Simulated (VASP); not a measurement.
# C (P6_3/mmc) in VASP: notebook, part 2 of 2

VASP 6.6.1.

**3. G0W0 quasiparticle levels, PBE**

File POSCAR:

```
C
1.0
    2.5031953733      0.0000000000      0.0000000000
   -1.2515976866      2.1678307839      0.0000000000
    0.0000000000      0.0000000000      4.1688692751
C
4
Direct
    0.3333333333      0.6666666667      0.0002313174
    0.6666666667      0.3333333333      0.5002313174
    0.3333333333      0.6666666667      0.3747686826
    0.6666666667      0.3333333333      0.8747686826
```

File INCAR.step1:

```
SYSTEM = C
  PREC = Accurate
  ENCUT = 500
  EDIFF = 1E-8
  ISMEAR = 0
  SIGMA = 0.01
  LREAL = .False.
  LASPH = .True.
  NELM = 80
  ALGO = Normal
  LWAVE = .True.
  LCHARG = .False.
  GGA = PE
```

File INCAR.step2:

```
SYSTEM = C
  PREC = Accurate
  ENCUT = 500
  EDIFF = 1E-8
  ISMEAR = 0
  SIGMA = 0.01
  LREAL = .False.
  LASPH = .True.
  NELM = 1
  ALGO = Exact
  LWAVE = .True.
  LCHARG = .False.
  GGA = PE
  NBANDS = 44
  LOPTICS = .True.
  ISTART = 1
```

File INCAR.step3:

```
SYSTEM = C
  PREC = Accurate
  ENCUT = 500
  EDIFF = 1E-8
  ISMEAR = 0
  SIGMA = 0.01
  LREAL = .False.
  LASPH = .True.
  ALGO = EVGW0
  LWAVE = .False.
  LCHARG = .False.
  GGA = PE
  NELMGW = 1
  NBANDS = 44
  ENCUTGW = 80.0
  NOMEGA = 48
  PRECFOCK = Fast
  ISTART = 1
  NBANDSGW = 16
```

File KPOINTS:

```
Automatic mesh
0
Gamma
  6 6 4
  0 0 0
```

Potentials or basis: VASP PAW PBE potentials, release 64 (C_GW).

The run is started by

```bash
$ cat potpaw_PBE.64/C_GW/POTCAR > POTCAR
$ cp INCAR.step1 INCAR
$ mpirun -np 1 vasp_std > vasp.out
$ cp INCAR.step2 INCAR
$ mpirun -np 1 vasp_std > vasp.out
$ cp INCAR.step3 INCAR
$ mpirun -np 1 vasp_std > vasp.out
```

OUTCAR:

```text
SYSTEM = C
   PREC = Accurate
   ENCUT = 500
   EDIFF = 1E-8
   ISMEAR = 0
   LREAL = .False.
   LASPH = .True.
   GGA = PE
   NELMGW = 1
   ENCUTGW = 80.0
   PRECFOCK = Fast
   ISTART = 1

 ion  position               nearest neighbor table
   1  0.333  0.667  0.000-   4 1.54   4 1.54   4 1.54   3 1.56
   2  0.667  0.333  0.500-   3 1.54   3 1.54   3 1.54   4 1.56
   3  0.333  0.667  0.375-   2 1.54   2 1.54   2 1.54   1 1.56
   4  0.667  0.333  0.875-   1 1.54   1 1.54   1 1.54   2 1.56

  LATTYP: Found a hexagonal cell.
 ALAT       =     2.5031953733
[... 179 lines left out ...]
   NELMGW              =     1    number of iterations in solving QP/BSE equation
   NELMHF              =     1    number of iterations in the inner HF iteration
   NKREDLFX            =     1    NKREDLFY  =   1   NKREDLFZ  =   1
 non-spin polarized calculation
 Gauss-broadening in eV      SIGMA  =   0.01
  energy-cutoff  :      500.00
  volume of cell :       22.62
 maximum number of plane-waves:       592
  NGX = 12; NGY = 12; NGZ = 20
   NGX =  9   NGY =  9   NGZ = 15
 maximum number of plane-waves:        44
 NGX is ok and might be reduce to    10

 QP shifts <psi_nk| G(iteration)W_0 |psi_nk>: iteration 1
 for sc-GW calculations column KS-energies equals QP-energies in previous step
 and V_xc(KS)=  KS-energies - (<T + V_ion + V_H > + <T+V_H+V_ion>^1  + <V_x>^1)

 k-point   1 :       0.0000    0.0000    0.0000
  band No.  KS-energies  QP-energies   sigma(KS)   V_xc(KS)     V^pw_x(r,r')   Z            occupation Imag(sigma)

      1     -11.7312     -12.9454     -16.3962     -14.7967     -25.4599       0.7591       2.0000       1.5513
      2      -6.1525      -7.1061     -16.9209     -15.6621     -24.7082       0.7575       2.0000       0.8233
      3      -3.6249      -4.4801     -15.6340     -14.5059     -21.9003       0.7581       2.0000       0.5049
      4       7.0073       6.8445     -16.6236     -16.4250     -19.8978       0.8199       2.0000       0.1059
      5       7.0073       6.8445     -16.6236     -16.4250     -19.8978       0.8199       2.0000       0.1059
      6       9.6140       9.7401     -16.5242     -16.6758     -18.9387       0.8315       2.0000       0.0770
[... 395 lines left out ...]
      2      -3.5181      -4.3850     -17.0623     -15.9171     -24.0459       0.7569       2.0000       0.5465
      3      -2.4276      -3.2494     -16.5236     -15.4433     -22.7864       0.7608       2.0000       0.4175
      4      -2.4276      -3.2494     -16.5236     -15.4433     -22.7864       0.7608       2.0000       0.4175
      5       0.5422      -0.1760     -15.5298     -14.6159     -20.2070       0.7858       2.0000       0.2307
      6       0.5422      -0.1760     -15.5298     -14.6159     -20.2070       0.7858       2.0000       0.2307
[... 8 lines left out ...]
     15      25.4932      27.6988     -13.9030     -16.7478      -7.0374       0.7753       0.0000      -0.3475
     16      25.4932      27.6988     -13.9030     -16.7478      -7.0374       0.7753       0.0000      -0.3475
```

OUTCAR.step1:

```text
SYSTEM = C
   PREC = Accurate
   ENCUT = 500
   EDIFF = 1E-8
   ISMEAR = 0
   LREAL = .False.
[... 540 lines left out ...]
      1.25160      0.72261      2.08540        -0.000000     -0.000000      0.002763
     -0.00000      1.44522      1.56236         0.000000     -0.000000     -0.002763
      1.25160      0.72261      3.64680        -0.000000      0.000000     -0.002763
 -----------------------------------------------------------------------------------
    total drift:                               -0.000000      0.000000     -0.000015

  FREE ENERGIE OF THE ION-ELECTRON SYSTEM (eV)
  ---------------------------------------------------
  free  energy   TOTEN  =       -36.2924580910 eV

  energy  without entropy=      -36.2924580910  energy(sigma->0) =      -36.29245809
```

Wall time 4 min (1 thread of Intel Xeon 8259CL, shared host); peak memory 0.3 GiB.

What came out:

```
Quasiparticle gap                                   : 4.07 eV
Least direct quasiparticle gap                      : 6.44 eV
Band gap of the starting levels on the mesh         : 3.31 eV
Least direct gap of the starting levels on the mesh : 4.99 eV
```

Caveat: the k points lie up to 0.48 Å⁻¹ apart; bands, screening cutoff and mesh are small and nothing is extrapolated, so the quasiparticle values aren't converged.

**4. G0W0 quasiparticle levels, PBE**

POSCAR is that of step 3.

File INCAR.step1:

```
SYSTEM = C
ALGO = Normal
EDIFF = 1E-8
ENCUT = 500
GGA = PE
ISMEAR = 0
LASPH = .True.
LCHARG = .False.
LREAL = .False.
LWAVE = .True.
NELM = 80
PREC = Accurate
SIGMA = 0.01
```

File INCAR.step2:

```
SYSTEM = C
ALGO = Exact
EDIFF = 1E-8
ENCUT = 500
GGA = PE
ISMEAR = 0
ISTART = 1
LASPH = .True.
LCHARG = .False.
LOPTICS = .True.
LREAL = .False.
LWAVE = .True.
NBANDS = 44
NELM = 1
PREC = Accurate
SIGMA = 0.01
```

File INCAR.step3:

```
SYSTEM = C
ALGO = EVGW0
EDIFF = 1E-8
ENCUT = 500
ENCUTGW = 80.0
GGA = PE
ISMEAR = 0
ISTART = 1
LASPH = .True.
LCHARG = .False.
LREAL = .False.
LWAVE = .False.
NBANDS = 44
NBANDSGW = 16
NELMGW = 1
NOMEGA = 48
PREC = Accurate
PRECFOCK = Fast
SIGMA = 0.01
```

File KPOINTS:

```
k-points
0
Gamma
  9 9 4
  0 0 0
```

Potentials or basis: VASP PAW PBE potentials, release 64 (C_GW).

The run is started by

```bash
$ cat potpaw_PBE.64/C_GW/POTCAR > POTCAR
$ cp INCAR.step1 INCAR
$ mpirun -np 1 vasp_std > vasp.out
$ cp INCAR.step2 INCAR
$ mpirun -np 1 vasp_std > vasp.out
$ cp INCAR.step3 INCAR
$ mpirun -np 1 vasp_std > vasp.out
```

OUTCAR:

```text
SYSTEM = C
   EDIFF = 1E-8
   ENCUT = 500
   ENCUTGW = 80.0
   GGA = PE
   ISMEAR = 0
   ISTART = 1
   LASPH = .True.
   LREAL = .False.
   NELMGW = 1
   PREC = Accurate
   PRECFOCK = Fast

 ion  position               nearest neighbor table
   1  0.333  0.667  0.000-   4 1.54   4 1.54   4 1.54   3 1.56
   2  0.667  0.333  0.500-   3 1.54   3 1.54   3 1.54   4 1.56
   3  0.333  0.667  0.375-   2 1.54   2 1.54   2 1.54   1 1.56
   4  0.667  0.333  0.875-   1 1.54   1 1.54   1 1.54   2 1.56

  LATTYP: Found a hexagonal cell.
 ALAT       =     2.5031953733
 C/A-ratio  =     1.6654190558

  Lattice vectors:

 A1 = (   2.5031953733,   0.0000000000,   0.0000000000)
 A2 = (  -1.2515976866,   2.1678307839,   0.0000000000)
 A3 = (   0.0000000000,   0.0000000000,   4.1688692751)

Analysis of symmetry for initial positions (statically):
=====================================================================
 Subroutine PRICEL returns:
 Original cell was already a primitive cell.

 Routine SETGRP: Setting up the symmetry group for a
 hexagonal supercell.

 Subroutine GETGRP returns: Found 24 space group operations
 (whereof  6 operations were pure point group operations)
 out of a pool of 24 trial point group operations.

The static configuration has the point symmetry C_3v.
 The point group associated with its full space group is D_6h.

Analysis of symmetry for dynamics (positions and initial velocities):
=====================================================================
 Subroutine PRICEL returns:
 Original cell was already a primitive cell.

 Routine SETGRP: Setting up the symmetry group for a
 hexagonal supercell.

 Subroutine GETGRP returns: Found 24 space group operations
 (whereof  6 operations were pure point group operations)
 out of a pool of 24 trial point group operations.

The dynamic configuration has the point symmetry C_3v.
 The point group associated with its full space group is D_6h.

 Subroutine INISYM returns: Found 24 space group operations
 (whereof  6 operations are pure point group operations),
 and found     1 'primitive' translations

----------------------------------------------------------------------------------------

                                     Primitive cell

  volume of cell :      22.6224

  direct lattice vectors                    reciprocal lattice vectors
     2.503195373  0.000000000  0.000000000     0.399489393  0.230645309  0.000000000
    -1.251597687  2.167830784  0.000000000     0.000000000  0.461290617  0.000000000
     0.000000000  0.000000000  4.168869275     0.000000000  0.000000000  0.239873197

  length of vectors
     2.503195373  2.503195373  4.168869275     0.461290617  0.461290617  0.239873197

  position of ions in fractional coordinates (direct lattice)
     0.333333333  0.666666667  0.000231317
     0.666666667  0.333333333  0.500231317
     0.333333333  0.666666667  0.374768683
     0.666666667  0.333333333  0.874768683

  ion indices of the primitive-cell ions
   primitive index   ion index
                 1           1
                 2           2
                 3           3
                 4           4

----------------------------------------------------------------------------------------

 KPOINTS: k-points

Automatic generation of k-mesh.
 Grid dimensions read from file:
 generate k-points for:    9    9    4

 Generating k-lattice:

  Cartesian coordinates                     Fractional coordinates (reciprocal lattice)
     0.044387710  0.025627257  0.000000000     0.111111111  0.000000000  0.000000000
     0.000000000  0.051254513  0.000000000     0.000000000  0.111111111  0.000000000
     0.000000000  0.000000000  0.059968299     0.000000000  0.000000000  0.250000000

  Length of vectors
     0.051254513  0.051254513  0.059968299

  Shift w.r.t. Gamma in fractional coordinates (k-lattice)
     0.000000000  0.000000000  0.000000000

 Subroutine IBZKPT returns following result:
 ===========================================

 Found     36 irreducible k-points:

 Following reciprocal coordinates:
            Coordinates               Weight
  0.000000  0.000000  0.000000      1.000000
  0.111111  0.000000  0.000000      6.000000
  0.222222 -0.000000  0.000000      6.000000
  0.333333  0.000000  0.000000      6.000000
  0.444444 -0.000000  0.000000      6.000000
  0.111111  0.111111  0.000000      6.000000
[... 16 lines left out ...]
  0.333333  0.222222  0.250000     24.000000
  0.333333  0.333333  0.250000      4.000000
 [... further k-points ...]
   k-points           NKPTS =     36   k-points in BZ     NKDIM =    324   number of bands    NBANDS=     44
   number of dos      NEDOS =    301   number of ions     NIONS =      4
   total plane-waves  NPLWV =   9720
   dimension x,y,z NGX =    18 NGY =   18 NGZ =   30
   dimension x,y,z NGXF=    36 NGYF=   36 NGZF=   60
   ions per type =               4
   NGX,Y,Z   is equivalent  to a cutoff of  11.95, 11.95, 11.96 a.u.
   NGXF,Y,Z  is equivalent  to a cutoff of  23.91, 23.91, 23.93 a.u.
 SYSTEM =  C
   PREC   = accura    normal or accurate (medium, high low for compatibility)
   ISTART =      1    job   : 0-new  1-cont  2-samecut
   ICHARG =      0    charge: 1-file 2-atom 10-const
   ISPIN  =      1    spin polarized calculation?
   LNONCOLLINEAR =      F non collinear calculations
   LSORBIT =      F    spin-orbit coupling
   LASPH  =      T    aspherical Exc in radial PAW
   ENCUT  =  500.0 eV  36.75 Ry    6.06 a.u.   4.56  4.56  7.60*2*pi/ulx,y,z
   NELM   =     60;   NELMIN=  2; NELMDL=  0     # of ELM steps
   EDIFF  = 0.1E-07   stopping-criterion for ELM
   LREAL  =      F    real-space projection
   EDIFFG = 0.1E-06   stopping-criterion for IOM
   NSW    =      0    number of steps for IOM
   IBRION =     -1    ionic relax: 0-MD 1-quasi-New 2-CG
   NFREE  =      0    steps in history (QN), initial steepest desc. (CG)
   ISIF   =      0    stress and relaxation
   ISYM   =      3    0-nonsym 1-usesym 2-fastsym
   POTIM  = 0.5000    time-step for ionic-motion
   TEBEG  =    0.0;   TEEND  =   0.0 temperature during run
   PSTRESS=    0.0 pullay stress
   NELECT =      16.0000    total number of electrons
   NUPDOWN=      -1.0000    fix difference up-down
   EMIN   =  10.00;   EMAX   =-10.00  energy-range for DOS
   EFERMI =   0.00;   METHOD = LEGACY
   ISMEAR =     0;   SIGMA  =   0.01  broadening in eV -4-tet -1-fermi 0-gaus
   EFERMI_NEDOS =   21; number of points for ismear=-14 and -15
   IALGO  =     38    algorithm
   IMIX   =      4    mixing-type and parameters
     AMIX     =   0.40;   BMIX     =  1.00
     AMIX_MAG =   1.60;   BMIX_MAG =  1.00
  volume/ion in A,a.u.               =       5.66        38.17
  Fermi-wavevector in a.u.,A,eV,Ry     =   1.458597  2.756349 28.946471  2.127506
  Thomas-Fermi vector in A             =   2.575263
   LORBIT       =      0    0 simple, 1 ext, 2 COOP (PROOUT), +10 PAW based schemes
   GGA     = PE    functional components
   LHFCALC =     T    Hartree Fock is set to
   PRECFOCK=fast      Normal, Fast or Accurate (Low or Medium for compatibility)
   ENCUT4O =  -1.0   cutoff for four orbital integrals eV
   NKREDX  =     1    reduce k-point grid by
   NKREDY  =     1    reduce k-point grid by
   NKREDZ  =     1    reduce k-point grid by
   AEXX    =    1.0000 exact exchange contribution
   HFSCREEN=    0.0000 screening length (either q_TF or 0.3 A-1)
   HFSCREENC=   0.0000 screening length for correlation (either q_TF or 0.3 A-1)
   ENCUTFOCK=  -1.0 apply spherical cutoff to Coloumb kernel
   IVDW    =     0    specifies the selected vdW correction
   LEPSILON=     F    determine dielectric tensor
   LRPA    =     F    only Hartree local field effects (RPA)
   LRPAFORCE           =     F    calculate RPA forces
   ENCUTGW             =  80.0    cutoff for response function in eV
   ENCUTGWSOFT         =  64.0    soft cutoff for Coulomb kernel in GW response function in eV
   ENCUTLF             =  -1.0    cutoff for local field effects
   NELMGW              =     1    number of iterations in solving QP/BSE equation
   NELMHF              =     1    number of iterations in the inner HF iteration
   NKREDLFX            =     1    NKREDLFY  =   1   NKREDLFZ  =   1
 non-spin polarized calculation
 Gauss-broadening in eV      SIGMA  =   0.01
  energy-cutoff  :      500.00
  volume of cell :       22.62
 maximum number of plane-waves:       592
  NGX = 12; NGY = 12; NGZ = 20
   NGX =  9   NGY =  9   NGZ = 15
 maximum number of plane-waves:        44
 NGX is ok and might be reduce to    10

 QP shifts <psi_nk| G(iteration)W_0 |psi_nk>: iteration 1
 for sc-GW calculations column KS-energies equals QP-energies in previous step
 and V_xc(KS)=  KS-energies - (<T + V_ion + V_H > + <T+V_H+V_ion>^1  + <V_x>^1)

 k-point   1 :       0.0000    0.0000    0.0000
  band No.  KS-energies  QP-energies   sigma(KS)   V_xc(KS)     V^pw_x(r,r')   Z            occupation Imag(sigma)

      1     -11.7324     -12.9344     -16.3838     -14.7971     -25.4611       0.7576       2.0000       1.5351
      2      -6.1538      -7.1002     -16.9117     -15.6624     -24.7095       0.7575       2.0000       0.8075
      3      -3.6264      -4.4799     -15.6333     -14.5064     -21.9009       0.7574       2.0000       0.4871
      4       7.0054       6.8482     -16.6157     -16.4242     -19.8261       0.8209       2.0000       0.0967
      5       7.0054       6.8482     -16.6157     -16.4242     -19.8261       0.8209       2.0000       0.0967
      6       9.6119       9.7348     -16.5287     -16.6764     -18.9297       0.8329       2.0000       0.0711
[... 8 lines left out ...]
     15      24.2365      26.0298     -14.7424     -17.0548      -8.1126       0.7755       0.0000      -0.2751
     16      27.8194      30.1220     -13.5821     -16.5710      -6.0926       0.7704       0.0000      -0.4853
[... 444 lines left out ...]
      1      -4.2154      -5.0947     -16.8446     -15.6819     -23.9350       0.7563       2.0000       0.5873
      2      -4.2154      -5.0947     -16.8446     -15.6819     -23.9350       0.7563       2.0000       0.5873
      3      -1.1024      -1.8855     -16.8265     -15.8028     -22.8023       0.7650       2.0000       0.3232
      4      -1.1024      -1.8855     -16.8265     -15.8028     -22.8023       0.7650       2.0000       0.3232
      5      -0.6368      -1.4106     -15.4142     -14.4180     -20.4144       0.7767       2.0000       0.2618
      6       2.1346       1.5148     -15.7847     -15.0062     -20.0721       0.7962       2.0000       0.1735
[... 8 lines left out ...]
     15      25.5844      27.8068     -13.9356     -16.7976      -7.0529       0.7765       0.0000      -0.3409
     16      25.5844      27.8068     -13.9356     -16.7976      -7.0529       0.7765       0.0000      -0.3409

 [... further k-points ...]
```

It took 13 min on 1 thread of Intel Xeon 8259CL, shared host; peak memory 0.4 GiB.

Results:

| Property | Result |
| --- | --- |
| Quasiparticle gap | 4.08 eV |
| Least direct quasiparticle gap | 6.44 eV |
| Band gap of the starting levels on the mesh | 3.32 eV |
| Least direct gap of the starting levels on the mesh | 4.99 eV |

Caveat: the k points lie up to 0.38 Å⁻¹ apart; bands, screening cutoff and mesh are small and nothing is extrapolated, so the quasiparticle values aren't converged.
